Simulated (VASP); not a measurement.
C: single point with RPBE

C:

```
C
1.0
     1.23319    0.71198    8.28262
    -1.23319    0.71198    8.28262
     0.00000   -1.42396    8.28262
C
4
Direct
  0.08717 0.08717 0.08717
  0.91283 0.91283 0.91283
  0.75385 0.75385 0.75385
  0.24615 0.24615 0.24615
```

```json
{
 "Program": "VASP 6.6.1",
 "Task": "single point",
 "Functional": "RPBE",
 "Potentials or basis": "VASP PAW PBE potentials, release 64 (C)",
 "Cutoff": "520 eV",
 "k mesh": "12 × 12 × 12",
 "Occupations": "fermi-dirac, width 0.05 eV",
 "Spin": "no spin polarisation",
 "Dipole correction": "no",
 "Further INCAR settings": "ALGO = Normal; EDIFF = 1e-06; NBANDS = 16"
}
```

* Pressure: 3.5 GPa
* Largest force: 0.020 eV/Å
* Band gap on the k mesh: 0.18 eV, direct

Forces on the atoms (eV/Å):
```
C    0.000  0.000 -0.013
C    0.000  0.000  0.013
C    0.000  0.000 -0.020
C    0.000  0.000  0.020
```

Stress tensor (GPa, compression positive):
```
4.74 0.00 0.00
0.00 4.74 0.00
0.00 0.00 0.88
```

Levels at points of the mesh, in eV from the valence-band top:
```tsv
k point	band 6	band 7	band 8	band 9	band 10	band 11
(0.00, 0.00, 0.00)	-2.94	-2.94	-2.94	3.54	7.23	8.40
(0.50, 0.00, 0.00)	-6.32	-2.43	-2.12	1.58	2.02	7.41
(0.50, 0.50, 0.00)	-6.32	-2.37	-2.18	1.67	1.92	7.39
(0.50, 0.50, 0.50)	-2.94	-2.94	-2.94	4.68	5.20	8.40
```

It took 18 min on 1 thread of Intel Xeon 6975P-C, with other jobs on the host, peak memory 0.58 GiB.

Caveat: the PAW data sets were made with another functional, which shifts forces and pressure a little. A k mesh can miss the band edges.
